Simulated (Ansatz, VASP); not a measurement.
**V: VASP beside Ansatz**

```
V
1.0
     0.00000    1.83574    2.01932
     1.83574    0.00000    2.01932
     1.83574    1.83574    0.00000
V
1
Direct
  0.00000 0.00000 0.00000
```

Alike in both runs: task single point; functional PBE; k mesh 24 × 24 × 24; occupations gaussian, width 0.15 eV; no spin polarisation.

```csv
,VASP,Ansatz
version,VASP 6.6.1,Ansatz 0.2.0
potentials or method,"VASP PAW PBE potentials, release 64 (V_sv), cutoff 520 eV","scalar-relativistic, plane waves, PAW"
valence electrons in the cell,13,13
```

```tsv
	VASP	Ansatz	Ansatz less VASP
gap on the k mesh at the Fermi level (eV)	none	none	-
pressure (GPa)	2.7	2.5	-0.25
traceless stress, the component that is largest in VASP (GPa)	10.94	10.94	+0.005
```

A gap of «none» marks a metal or a gap that the smearing closes.
